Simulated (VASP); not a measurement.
Set up this calculation in VASP 6.6.1, as the native input.

```
Task                   : single point
Functional             : PBE
Potentials or basis    : VASP PAW PBE potentials, release 64 (Ta_sv_GW, N)
Cutoff                 : 700 eV
k mesh                 : 5 × 5 × 8
Occupations            : gaussian, width 0.02 eV
Spin                   : no spin polarisation
Dipole correction      : no
Further INCAR settings : ALGO = Normal; EDIFF = 1e-06; NBANDS = 36
```

The structure of TaN lies in POSCAR:

```
TaN
1.0
    5.2433495931      0.0000000000      0.0000000000
   -2.6216747965      4.5408739485      0.0000000000
    0.0000000000      0.0000000000      2.9373262181
Ta N
3 3
Direct
    0.0000000000      0.0000000000      0.0000000000
    0.3333333333      0.6666666667      0.5000000000
    0.6666666667      0.3333333333      0.5000000000
    0.5000000000      0.0000000000      0.0000000000
    0.5000000000      0.5000000000      0.0000000000
    0.0000000000      0.5000000000      0.0000000000
```

The input as run:

INCAR

```
SYSTEM = TaN
PREC = Accurate
ENCUT = 700
EDIFF = 1E-6
ISMEAR = 0
SIGMA = 0.02
LREAL = .False.
LASPH = .True.
NELM = 120
ALGO = Normal
ISIF = 2
LWAVE = .False.
LCHARG = .False.
GGA = PE
NBANDS = 36
GGA_COMPAT = .False.
```

KPOINTS

```
regular mesh
0
Gamma
  5 5 8
  0 0 0
```

Potentials or basis: VASP PAW PBE potentials, release 64 (Ta_sv_GW, N).

Command:

```sh
$ cat potpaw_PBE.64/Ta_sv_GW/POTCAR potpaw_PBE.64/N/POTCAR > POTCAR
$ mpirun -np 1 vasp_std > vasp.out
```

It gave:

```json
{"Pressure": "0.0 GPa", "Band gap on the k mesh": "zero (bands 27 and 28 overlap by 2.02 eV)"}
```

Caveat: spin-orbit coupling is left out, which moves the levels of the heavy elements.

Wall time 3.7 min on 1 thread of AMD EPYC 7R43 64-Core Processor (Zen 3), on a shared host, peak memory 0.25 GiB.
